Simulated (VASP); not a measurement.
Wanted: the native input for a VASP 6.6.1 run.

* Task: single point
* Functional: PBE
* Potentials or basis: VASP PAW PBE potentials, release 64 (Pt)
* Cutoff: 520 eV
* k mesh: 14 × 14 × 14
* Occupations: methfessel-paxton, width 0.6 eV
* Spin: no spin polarisation
* Dipole correction: no
* Further INCAR settings: ALGO = Normal; EDIFF = 1e-07; NBANDS = 11

The structure of Pt lies in POSCAR:

```
Pt
1.0
    0.0000000000      1.9857786488      1.9857786488
    1.9857786488      0.0000000000      1.9857786488
    1.9857786488      1.9857786488      0.0000000000
Pt
1
Direct
    0.0000000000      0.0000000000      0.0000000000
```

The input as run:

INCAR

```
PREC = Accurate
ENCUT = 520
EDIFF = 1E-7
ISMEAR = 1
SIGMA = 0.6
LREAL = False
LASPH = True
NELM = 80
ALGO = Normal
ISIF = 2
LWAVE = False
LCHARG = False
GGA = PE
NBANDS = 11
```

KPOINTS

```
Automatic mesh
0
Gamma
  14 14 14
```

Potentials or basis: VASP PAW PBE potentials, release 64 (Pt).

Run with:

```bash
$ cat potpaw_PBE.64/Pt/POTCAR > POTCAR
$ mpirun -np 1 vasp_std > vasp.out
```

Results of the run:

The pressure is -0.6 GPa and the band gap on the k mesh is zero (band 5 reaches 11.01 eV, above the bottom of band 6 at 8.92 eV).

Caveat: spin-orbit coupling is left out, which moves the levels of the heavy elements.

Wall time 8 s on 1 thread of Intel Xeon 6975P-C, with other jobs on the host, peak memory 0.15 GiB.
